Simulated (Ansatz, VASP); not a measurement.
## Two plane-wave programs on Mo

The input INCAR:

```
SYSTEM = Mo
PREC = Accurate ; ENCUT = 500
EDIFF = 1E-6 ; ISMEAR = 0
SIGMA = 0.15 ; LREAL = .FALSE.
LASPH = .TRUE. ; NELM = 120
ALGO = Normal ; ISIF = 2
LWAVE = .FALSE. ; LCHARG = .FALSE.
GGA = PS ; NBANDS = 13
GGA_COMPAT = .FALSE.
```

KPOINTS

```
regular mesh
0
G
  22 22 22
  0 0 0
```

POSCAR

```
Mo
1.0
   -1.5710000000      1.5710000000      1.5945650000
    1.5710000000     -1.5710000000      1.5945650000
    1.5710000000      1.5710000000     -1.5945650000
Mo
1
Direct
    0.0000000000      0.0000000000      0.0000000000
```

Input for Ansatz:

```yaml
crystal:
  lattice:
    - [-1.571, 1.571, 1.594565]
    - [1.571, -1.571, 1.594565]
    - [1.571, 1.571, -1.594565]
  atoms:
    - { symbol: Mo, position: [0.0, 0.0, 0.0] }
basis:
  ecutwfc: 420
kpoints:
  mp_grid: { grid: [22, 22, 22] }
hamiltonian:
  xc: pbesol
scf:
  occupations: { method: gaussian, width: 0.15 }
output:
  forces: true
  stress: true
  eigenvalues: true
```

Change from the starting cell: strain +0.000 along x and y, +0.015 along z, atoms carried along.

Alike in both runs: task single point; functional PBEsol; k mesh 22 × 22 × 22; occupations gaussian, width 0.15 eV; no spin polarisation.

|  | VASP | Ansatz |
| --- | --- | --- |
| version | VASP 6.6.1 | Ansatz 0.2.0 |
| potentials or method | VASP PAW PBE potentials, release 64 (Mo_sv), cutoff 500 eV | scalar-relativistic, plane waves, PAW |
| valence electrons in the cell | 14 | 14 |

|  | VASP | Ansatz | Ansatz less VASP |
| --- | --- | --- | --- |
| gap on the k mesh at the Fermi level (eV) | none | none | - |
| pressure (GPa) | -6.5 | -7.0 | -0.51 |
| traceless stress, the component that is largest in VASP (GPa) | -2.93 | -2.93 | -0.002 |

VASP's potentials were made for PBE, not for PBEsol. A gap of «none» marks a metal or a gap that the smearing closes. The functional is the same, so the differences come from potentials, cutoffs and numerics.
